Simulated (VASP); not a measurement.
# H2C5 in VASP: further runs

The runs below take H2C5 through single point, with PBEsol.

Everything below comes from runs of VASP 6.6.1. Logs are shortened: lines on timing, memory, paths and dates and some standing lists are left out, and cuts for length are marked.

## Step 1: The cell of the first run

The cell holds a wire or tube with vacuum around it, 14 atoms: a = 15.800 Å, b = 9.300 Å, c = 4.259 Å, α = 90.00°, β = 90.00°, γ = 90.00°.

## Step 2: Single point, PBEsol

INCAR

```
SYSTEM = H2C5
PREC = Accurate
ENCUT = 520
EDIFF = 1E-7
ISMEAR = 0
SIGMA = 0.05
LREAL = .FALSE.
LASPH = .TRUE.
NELM = 60
ALGO = Normal
ISIF = 2
LWAVE = .FALSE.
LCHARG = .TRUE.
GGA = PS
LELF = .TRUE.
LVHAR = .TRUE.
NBANDS = 35
```

KPOINTS

```
Automatic mesh
0
G
  1 1 13
  0 0 0
```

POSCAR

```
H2C5
1.0
   15.8000000000      0.0000000000      0.0000000000
    0.0000000000      9.3000000000      0.0000000000
    0.0000000000      0.0000000000      4.2588411474
C H
10 4
Direct
    0.6556229799      0.5000000000      0.3333333333
    0.5000000000      0.5000000000      0.3333333333
    0.5778114900      0.5000000000      0.8333333333
    0.3443770201      0.5000000000      0.3333333333
    0.4221885100      0.5000000000      0.8333333333
    0.5778114900      0.5000000000      0.1666666667
    0.6556229799      0.5000000000      0.6666666667
    0.4221885100      0.5000000000      0.1666666667
    0.5000000000      0.5000000000      0.6666666667
    0.3443770201      0.5000000000      0.6666666667
    0.7153677704      0.5000000000      0.2053642495
    0.2846322296      0.5000000000      0.2053642495
    0.7153677704      0.5000000000      0.7946357505
    0.2846322296      0.5000000000      0.7946357505
```

Potentials or basis: VASP PAW PBE potentials, release 64 (C, H).

On the command line:

```bash
cat potpaw_PBE.64/C/POTCAR potpaw_PBE.64/H/POTCAR > POTCAR
mpirun -np 1 vasp_std > vasp.out
```

OUTCAR:

```text
SYSTEM = H2C5
   PREC = Accurate
   ENCUT = 520
   EDIFF = 1E-7
   ISMEAR = 0
   LREAL = .FALSE.
   LASPH = .TRUE.
   NELM = 60
   ISIF = 2
   GGA = PS

 ion  position               nearest neighbor table
   1  0.656  0.500  0.333-  11 1.09   6 1.42   7 1.42
   2  0.500  0.500  0.333-   9 1.42   8 1.42   6 1.42
   3  0.578  0.500  0.833-   7 1.42   6 1.42   9 1.42
   4  0.344  0.500  0.333-  12 1.09   8 1.42  10 1.42
   5  0.422  0.500  0.833-  10 1.42   8 1.42   9 1.42
   6  0.578  0.500  0.167-   1 1.42   3 1.42   2 1.42
   7  0.656  0.500  0.667-  13 1.09   3 1.42   1 1.42
   8  0.422  0.500  0.167-   4 1.42   5 1.42   2 1.42
   9  0.500  0.500  0.667-   2 1.42   3 1.42   5 1.42
  10  0.344  0.500  0.667-  14 1.09   5 1.42   4 1.42
  11  0.715  0.500  0.205-   1 1.09
  12  0.285  0.500  0.205-   4 1.09
  13  0.715  0.500  0.795-   7 1.09
  14  0.285  0.500  0.795-  10 1.09

  LATTYP: Found a simple orthorhombic cell.
 ALAT       =     4.2588411474
 B/A-ratio  =     2.1836926239
 C/A-ratio  =     3.7099294041

  Lattice vectors:

 A1 = (   0.0000000000,   0.0000000000,  -4.2588411474)
 A2 = (   0.0000000000,   9.3000000000,   0.0000000000)
 A3 = (  15.8000000000,   0.0000000000,   0.0000000000)

Analysis of symmetry for initial positions (statically):
=====================================================================
 Subroutine PRICEL returns:
 Original cell was already a primitive cell.

 Routine SETGRP: Setting up the symmetry group for a
 simple orthorhombic supercell.

 Subroutine GETGRP returns: Found  8 space group operations
 (whereof  8 operations were pure point group operations)
 out of a pool of  8 trial point group operations.

The static configuration has the point symmetry D_2h.

Analysis of symmetry for dynamics (positions and initial velocities):
=====================================================================
 Subroutine PRICEL returns:
 Original cell was already a primitive cell.

 Routine SETGRP: Setting up the symmetry group for a
 simple orthorhombic supercell.

 Subroutine GETGRP returns: Found  8 space group operations
 (whereof  8 operations were pure point group operations)
 out of a pool of  8 trial point group operations.

The dynamic configuration has the point symmetry D_2h.

 Subroutine INISYM returns: Found  8 space group operations
 (whereof  8 operations are pure point group operations),
 and found     1 'primitive' translations

----------------------------------------------------------------------------------------

                                     Primitive cell

  volume of cell :     625.7941

  direct lattice vectors                    reciprocal lattice vectors
    15.800000000  0.000000000  0.000000000     0.063291139  0.000000000  0.000000000
     0.000000000  9.300000000  0.000000000     0.000000000  0.107526882  0.000000000
     0.000000000  0.000000000  4.258841147     0.000000000  0.000000000  0.234805658

  length of vectors
    15.800000000  9.300000000  4.258841147     0.063291139  0.107526882  0.234805658

  position of ions in fractional coordinates (direct lattice)
     0.655622980  0.500000000  0.333333333
     0.500000000  0.500000000  0.333333333
     0.577811490  0.500000000  0.833333333
     0.344377020  0.500000000  0.333333333
     0.422188510  0.500000000  0.833333333
     0.577811490  0.500000000  0.166666667
     0.655622980  0.500000000  0.666666667
     0.422188510  0.500000000  0.166666667
     0.500000000  0.500000000  0.666666667
     0.344377020  0.500000000  0.666666667
     0.715367770  0.500000000  0.205364250
     0.284632230  0.500000000  0.205364250
     0.715367770  0.500000000  0.794635750
     0.284632230  0.500000000  0.794635750

  ion indices of the primitive-cell ions
   primitive index   ion index
                 1           1
                 2           2
                 3           3
                 4           4
                 5           5
                 6           6
                 7           7
                 8           8
                 9           9
                10          10
                11          11
                12          12
                13          13
                14          14

----------------------------------------------------------------------------------------

 KPOINTS: Automatic mesh

Automatic generation of k-mesh.
 Grid dimensions read from file:
 generate k-points for:    1    1   13

 Generating k-lattice:

  Cartesian coordinates                     Fractional coordinates (reciprocal lattice)
     0.063291139  0.000000000  0.000000000     1.000000000  0.000000000  0.000000000
     0.000000000  0.107526882  0.000000000     0.000000000  1.000000000  0.000000000
     0.000000000  0.000000000  0.018061974     0.000000000  0.000000000  0.076923077

  Length of vectors
     0.063291139  0.107526882  0.018061974

  Shift w.r.t. Gamma in fractional coordinates (k-lattice)
     0.000000000  0.000000000  0.000000000

 Subroutine IBZKPT returns following result:
 ===========================================

 Found      7 irreducible k-points:

 Following reciprocal coordinates:
            Coordinates               Weight
  0.000000  0.000000  0.000000      1.000000
  0.000000  0.000000  0.076923      2.000000
  0.000000  0.000000  0.153846      2.000000
  0.000000  0.000000  0.230769      2.000000
  0.000000  0.000000  0.307692      2.000000
  0.000000  0.000000  0.384615      2.000000
  0.000000  0.000000  0.461538      2.000000
   k-points           NKPTS =      7   k-points in BZ     NKDIM =      7   number of bands    NBANDS=     35
   number of dos      NEDOS =    301   number of ions     NIONS =     14
   total plane-waves  NPLWV = 268800
   dimension x,y,z NGX =   120 NGY =   70 NGZ =   32
   dimension x,y,z NGXF=   240 NGYF=  140 NGZF=   64
   ions per type =              10   4
   NGX,Y,Z   is equivalent  to a cutoff of  12.63, 12.51, 12.49 a.u.
   NGXF,Y,Z  is equivalent  to a cutoff of  25.25, 25.03, 24.98 a.u.
 SYSTEM =  H2C5
   PREC   = accura    normal or accurate (medium, high low for compatibility)
   ISTART =      0    job   : 0-new  1-cont  2-samecut
   ICHARG =      2    charge: 1-file 2-atom 10-const
   ISPIN  =      1    spin polarized calculation?
   LNONCOLLINEAR =      F non collinear calculations
   LSORBIT =      F    spin-orbit coupling
   LASPH  =      T    aspherical Exc in radial PAW
   ENCUT  =  520.0 eV  38.22 Ry    6.18 a.u.  29.38 17.29  7.92*2*pi/ulx,y,z
   NELM   =     60;   NELMIN=  2; NELMDL= -5     # of ELM steps
   EDIFF  = 0.1E-06   stopping-criterion for ELM
   LREAL  =      F    real-space projection
   EDIFFG = 0.1E-05   stopping-criterion for IOM
   NSW    =      0    number of steps for IOM
   IBRION =     -1    ionic relax: 0-MD 1-quasi-New 2-CG
   NFREE  =      0    steps in history (QN), initial steepest desc. (CG)
   ISIF   =      2    stress and relaxation
   ISYM   =      2    0-nonsym 1-usesym 2-fastsym
   POTIM  = 0.5000    time-step for ionic-motion
   TEBEG  =    0.0;   TEEND  =   0.0 temperature during run
   PSTRESS=    0.0 pullay stress
   NELECT =      44.0000    total number of electrons
   NUPDOWN=      -1.0000    fix difference up-down
   EMIN   =  10.00;   EMAX   =-10.00  energy-range for DOS
   EFERMI =   0.00;   METHOD = LEGACY
   ISMEAR =     0;   SIGMA  =   0.05  broadening in eV -4-tet -1-fermi 0-gaus
   EFERMI_NEDOS =   21; number of points for ismear=-14 and -15
   IALGO  =     38    algorithm
   IMIX   =      4    mixing-type and parameters
     AMIX     =   0.40;   BMIX     =  1.00
     AMIX_MAG =   1.60;   BMIX_MAG =  1.00
  volume/ion in A,a.u.               =      44.70       301.65
  Fermi-wavevector in a.u.,A,eV,Ry     =   0.675692  1.276872  6.211865  0.456559
  Thomas-Fermi vector in A             =   1.752783
   LORBIT       =      0    0 simple, 1 ext, 2 COOP (PROOUT), +10 PAW based schemes
   GGA     = PS    functional components
   LHFCALC =     F    Hartree Fock is set to
   AEXX    =    0.0000 exact exchange contribution
   IVDW    =     0    specifies the selected vdW correction
   LEPSILON=     F    determine dielectric tensor
   LRPA    =     F    only Hartree local field effects (RPA)
 non-spin polarized calculation
 Gauss-broadening in eV      SIGMA  =   0.05
  energy-cutoff  :      520.00
  volume of cell :      625.79
 maximum number of plane-waves:     16912
 NGX is ok and might be reduce to   120
   NGX = 59   NGY = 35   NGZ = 15

 number of electron      43.9999999 magnetization

 Free energy of the ion-electron system (eV)
  ---------------------------------------------------
  ext. energy  EPLUGINS =         0.00000000
  ---------------------------------------------------
  free energy    TOTEN  =      -108.84671309 eV

  energy without entropy =     -108.84671307  energy(sigma->0) =     -108.84671308

 E-fermi :  -2.5726     XC(G=0):  -2.4853

 val. band max:       -2.7472979425   @ k =   0.0000   0.0000   0.0000
 cond. band min:      -2.3978337154   @ k =   0.0000   0.0000   0.0000
 fundamental gap:      0.3494642270
 Fermi energy:        -2.5725622937

 k-point     1 :       0.0000    0.0000    0.0000
  band No.  band energies     occupation
      1     -21.4824      2.00000
      2     -19.8872      2.00000
      3     -17.6232      2.00000
      4     -16.2319      2.00000
      5     -15.3521      2.00000
      6     -15.3396      2.00000
[... 26 lines left out ...]
     33       2.9266      0.00000
     34       3.1008      0.00000
[... 190 lines left out ...]
      3     -18.6990      2.00000
      4     -18.2215      2.00000
      5     -16.8319      2.00000
      6     -15.2199      2.00000
[... 26 lines left out ...]
     33       3.8054      0.00000
     34       3.8635      0.00000
 [bands above 34 left out]

------------------------ aborting loop because EDIFF is reached ----------------------------------------

  FORCE on cell =-STRESS in cart. coord.  units (eV):
  Direction    XX          YY          ZZ          XY          YZ          ZX
  --------------------------------------------------------------------------------------
  -------------------------------------------------------------------------------------
  Total       -1.7540465     -0.0861290     -0.6445894      0.0000000      0.0000000      0.0000000
  in kB       -4.4907636     -0.2205100     -1.6502977      0.0000000      0.0000000      0.0000000
  external PRESSURE =      -2.1205238 kB  Pullay stress =       0.0000000 kB

 VOLUME and BASIS-vectors are now :
 -----------------------------------------------------------------------------
  energy-cutoff  :      520.00
  volume of cell :      625.79
      direct lattice vectors                 reciprocal lattice vectors
    15.800000000  0.000000000  0.000000000     0.063291139  0.000000000  0.000000000
     0.000000000  9.300000000  0.000000000     0.000000000  0.107526882  0.000000000
     0.000000000  0.000000000  4.258841147     0.000000000  0.000000000  0.234805658

 POSITION                                       TOTAL-FORCE (eV/Angst)
 -----------------------------------------------------------------------------------
     10.35884      4.65000      1.41961        -0.460673     -0.000000      2.264060
      7.90000      4.65000      1.41961         0.000000     -0.000000      0.047180
      9.12942      4.65000      3.54903         0.461632      0.000000     -0.225327
      5.44116      4.65000      1.41961         0.460673     -0.000000      2.264060
      6.67058      4.65000      3.54903        -0.461632     -0.000000     -0.225327
      9.12942      4.65000      0.70981         0.461632      0.000000      0.225327
     10.35884      4.65000      2.83923        -0.460673     -0.000000     -2.264060
      6.67058      4.65000      0.70981        -0.461632     -0.000000      0.225327
      7.90000      4.65000      2.83923         0.000000     -0.000000     -0.047180
      5.44116      4.65000      2.83923         0.460673     -0.000000     -2.264060
     11.30281      4.65000      0.87461         0.046229     -0.000000      0.184750
      4.49719      4.65000      0.87461        -0.046229      0.000000      0.184750
     11.30281      4.65000      3.38423         0.046229     -0.000000     -0.184750
      4.49719      4.65000      3.38423        -0.046229      0.000000     -0.184750
 -----------------------------------------------------------------------------------
    total drift:                               -0.000000      0.000000     -0.000000

  FREE ENERGIE OF THE ION-ELECTRON SYSTEM (eV)
  ---------------------------------------------------
  free  energy   TOTEN  =      -108.8467130921 eV

  energy  without entropy=     -108.8467130706  energy(sigma->0) =     -108.84671308
```

It took 7.6 min on 1 thread of Intel Xeon 8259CL, shared host; peak memory 0.63 GiB.

What came out:

```yaml
Free_energy: -108.8467 eV
Largest_force: 2.310 eV/Å
Band_gap_on_the_k_mesh: 0.35 eV
```

Forces in eV/Å, atoms in the order of the input:
```
C   -0.461  0.000  2.264
C    0.000  0.000  0.047
C    0.462  0.000 -0.225
C    0.461  0.000  2.264
C   -0.462  0.000 -0.225
C    0.462  0.000  0.225
C   -0.461  0.000 -2.264
C   -0.462  0.000  0.225
C    0.000  0.000 -0.047
C    0.461  0.000 -2.264
H    0.046  0.000  0.185
H   -0.046  0.000  0.185
H    0.046  0.000 -0.185
H   -0.046  0.000 -0.185
```

Caveat: the PAW data sets were made with another functional, which shifts forces and pressure a little.

[end of part 1 of 2]
